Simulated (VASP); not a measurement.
# InP (F-43m) in VASP: settings compared, part 2 of 2

VASP 6.6.1. The steps go on from the part before.

**5. Single point, PBE+D3(BJ)**

INCAR reads:

```
PREC = Accurate
ENCUT = 500
EDIFF = 1E-6
ISMEAR = 0
SIGMA = 0.01
LREAL = False
LASPH = True
NELM = 120
ALGO = Normal
ISIF = 2
LWAVE = False
LCHARG = True
GGA = PE
IVDW = 12
LELF = True
LVHAR = True
NBANDS = 16
GGA_COMPAT = False
```

KPOINTS reads:

```
regular mesh
0
Gamma
  6 6 6
```

POSCAR reads:

```
InP
1.0
    0.0000000000      2.9537876370      2.9537876370
    2.9537876370      0.0000000000      2.9537876370
    2.9537876370      2.9537876370      0.0000000000
In P
1 1
Direct
    0.0000000000      0.0000000000      0.0000000000
    0.2500000000      0.2500000000      0.2500000000
```

Potentials or basis: VASP PAW PBE potentials, release 64 (In_d, P).

On the command line:

```console
$ cat potpaw_PBE.64/In_d/POTCAR potpaw_PBE.64/P/POTCAR > POTCAR
$ mpirun -np 1 vasp_std > vasp.out
```

OUTCAR:

```text
PREC = Accurate
   ENCUT = 500
   EDIFF = 1E-6
   ISMEAR = 0
   LREAL = False
   LASPH = True
   NELM = 120
   ISIF = 2
   GGA = PE
   IVDW = 12
 IVDW          = 12

 ion  position               nearest neighbor table
   1  0.000  0.000  0.000-   2 2.56   2 2.56   2 2.56   2 2.56
   2  0.250  0.250  0.250-   1 2.56   1 2.56   1 2.56   1 2.56

  LATTYP: Found a face centered cubic cell.
 ALAT       =     5.9075752740

  Lattice vectors:

 A1 = (   0.0000000000,   2.9537876370,   2.9537876370)
 A2 = (   2.9537876370,   0.0000000000,   2.9537876370)
 A3 = (   2.9537876370,   2.9537876370,   0.0000000000)

Analysis of symmetry for initial positions (statically):
=====================================================================
 Subroutine PRICEL returns:
 Original cell was already a primitive cell.

 Routine SETGRP: Setting up the symmetry group for a
 face centered cubic supercell.

 Subroutine GETGRP returns: Found 24 space group operations
 (whereof 24 operations were pure point group operations)
 out of a pool of 48 trial point group operations.

The static configuration has the point symmetry T_d .

Analysis of symmetry for dynamics (positions and initial velocities):
=====================================================================
 Subroutine PRICEL returns:
 Original cell was already a primitive cell.

 Routine SETGRP: Setting up the symmetry group for a
 face centered cubic supercell.

 Subroutine GETGRP returns: Found 24 space group operations
 (whereof 24 operations were pure point group operations)
 out of a pool of 48 trial point group operations.

The dynamic configuration has the point symmetry T_d .

 Subroutine INISYM returns: Found 24 space group operations
 (whereof 24 operations are pure point group operations),
 and found     1 'primitive' translations

----------------------------------------------------------------------------------------

                                     Primitive cell
[... 100 lines left out ...]
   IMIX   =      4    mixing-type and parameters
     AMIX     =   0.40;   BMIX     =  1.00
     AMIX_MAG =   1.60;   BMIX_MAG =  1.00
  volume/ion in A,a.u.               =      25.77       173.91
  Fermi-wavevector in a.u.,A,eV,Ry     =   1.152860  2.178589 18.083301  1.329085
  Thomas-Fermi vector in A             =   2.289508
   LORBIT       =      0    0 simple, 1 ext, 2 COOP (PROOUT), +10 PAW based schemes
   GGA     = PE    functional components
   LHFCALC =     F    Hartree Fock is set to
   AEXX    =    0.0000 exact exchange contribution
   IVDW    =    12    specifies the selected vdW correction
   LEPSILON=     F    determine dielectric tensor
   LRPA    =     F    only Hartree local field effects (RPA)
 non-spin polarized calculation
 Gauss-broadening in eV      SIGMA  =   0.01
  energy-cutoff  :      500.00
  volume of cell :       51.54
 maximum number of plane-waves:      1363
   NGX = 15   NGY = 15   NGZ = 15

 number of electron      17.9999996 magnetization

 Free energy of the ion-electron system (eV)
  ---------------------------------------------------
  ext. energy  EPLUGINS =         0.00000000
  ---------------------------------------------------
  free energy    TOTEN  =        -8.38871965 eV

  energy without entropy =       -8.38871965  energy(sigma->0) =       -8.38871965

 E-fermi :   5.0103     XC(G=0):  -9.1755

 val. band max:        4.9385450861   @ k =   0.0000   0.0000   0.0000
 cond. band min:       5.5187910679   @ k =   0.0000   0.0000   0.0000
 fundamental gap:      0.5802459818
 Fermi energy:         5.0103163929

 k-point     1 :       0.0000    0.0000    0.0000
  band No.  band energies     occupation
      1      -9.2095      2.00000
      2      -9.2095      2.00000
      3      -9.2095      2.00000
      4      -9.0693      2.00000
      5      -9.0693      2.00000
      6      -6.4194      2.00000
[... 281 lines left out ...]
      3      -9.1202      2.00000
      4      -9.0950      2.00000
      5      -9.0490      2.00000
      6      -4.0913      2.00000
[... 8 lines left out ...]
     15      16.1065      0.00000
     16      16.7922      0.00000

------------------------ aborting loop because EDIFF is reached ----------------------------------------

 Edisp (eV)   -0.61101

 E8    (eV) :    -0.2715

  FORCE on cell =-STRESS in cart. coord.  units (eV):
  Direction    XX          YY          ZZ          XY          YZ          ZX
  --------------------------------------------------------------------------------------
  -------------------------------------------------------------------------------------
  Total      -0.16529    -0.16529    -0.16529    -0.00000     0.00000     0.00000
  in kB      -5.13790    -5.13790    -5.13790    -0.00000     0.00000     0.00000
  external pressure =       -5.14 kB  Pullay stress =        0.00 kB

 VOLUME and BASIS-vectors are now :
 -----------------------------------------------------------------------------
  energy-cutoff  :      500.00
  volume of cell :       51.54
      direct lattice vectors                 reciprocal lattice vectors
     0.000000000  2.953787637  2.953787637    -0.169274187  0.169274187  0.169274187
     2.953787637  0.000000000  2.953787637     0.169274187 -0.169274187  0.169274187
     2.953787637  2.953787637  0.000000000     0.169274187  0.169274187 -0.169274187

 POSITION                                       TOTAL-FORCE (eV/Angst)
 -----------------------------------------------------------------------------------
      0.00000      0.00000      0.00000         0.000000      0.000000      0.000000
      1.47689      1.47689      1.47689        -0.000000     -0.000000     -0.000000
 -----------------------------------------------------------------------------------
    total drift:                                0.000000      0.000000     -0.000000

  FREE ENERGIE OF THE ION-ELECTRON SYSTEM (eV)
  ---------------------------------------------------
  free  energy   TOTEN  =        -8.9997340037 eV

  energy  without entropy=       -8.9997340037  energy(sigma->0) =       -8.99973400
```

stdout:

```text
POSCAR found type information on POSCAR InP
 POSCAR found :  2 types and       2 ions
 scaLAPACK will be used
 LDA part: xc-table for (Slater+PW92), standard interpolation
 POSCAR, INCAR and KPOINTS ok, starting setup
 FFT: planning ... GRIDC
 FFT: planning ... GRID_SOFT
 FFT: planning ... GRID
 WAVECAR not read
 entering main loop
```

Run time: 7.9 s. Hardware: 1 thread of Intel Xeon Platinum 8559C (Emerald Rapids), shared host; peak memory 0.17 GiB.

What came out:

```
Free energy                : -8.9997 eV
Pressure                   : -0.5 GPa
Band gap on the k mesh     : 0.58 eV, direct
Dispersion energy per atom : -0.306 eV
```

Caveat: spin-orbit coupling is left out, which moves the levels of the heavy elements. PBE gaps usually lie below the measured ones, often by a third to a half.

**6. Single point, PBE**

INCAR reads:

```
  PREC = Accurate
  ENCUT = 500
  EDIFF = 1E-6
  ISMEAR = 0
  SIGMA = 0.01
  LREAL = False
  LASPH = True
  NELM = 120
  ALGO = Normal
  ISIF = 2
  LWAVE = False
  LCHARG = True
  GGA = PE
  LELF = True
  LVHAR = True
  NBANDS = 16
  ISYM = 0
  GGA_COMPAT = False
```

KPOINTS reads:

```
Automatic mesh
0
Gamma
  8 8 1
```

POSCAR is that of step 5.

Potentials or basis: VASP PAW PBE potentials, release 64 (In_d, P).

On the command line:

```console
$ cat potpaw_PBE.64/In_d/POTCAR potpaw_PBE.64/P/POTCAR > POTCAR
$ mpirun -np 1 vasp_std > vasp.out
```

Run time: 16 s. Hardware: 1 thread of Intel Xeon Platinum 8559C (Emerald Rapids), shared host; peak memory 0.17 GiB.

The run converged, but its numbers aren't listed here, since they failed a check.

Caveat: the k points lie up to 1.84 Å⁻¹ apart; spin-orbit coupling is left out, which moves the levels of the heavy elements.

**7. Overview**

| level | smearing | gap on the mesh (eV) | pressure (GPa) |
| --- | --- | --- | --- |
| PBE | fermi-dirac 0.001 eV | 0.58 | 1.6 |
| PBE | gaussian 0.001 eV | 0.58 | 1.6 |
| PBE | gaussian 0.05 eV | 0.58 | 1.6 |
| PBE+D3(BJ) | gaussian 0.01 eV | 0.58 | -0.5 |

Alike in all rows: task single point; potentials or basis VASP PAW PBE potentials, release 64 (In_d, P); no spin polarisation; cell as given; k mesh 6 × 6 × 6; cutoff (eV) 500.

On the cell as given the gap runs from 0.58 eV (PBE) to 0.58 eV (PBE). The pressure there spans -0.5 GPa (PBE+D3(BJ)) to 1.6 GPa (PBE); a positive pressure means that this level wants a larger cell, a negative one a smaller.

Caveats: spin-orbit coupling is left out, which moves the levels of the heavy elements.

Absolute energies hang on the potentials; compare differences alone.
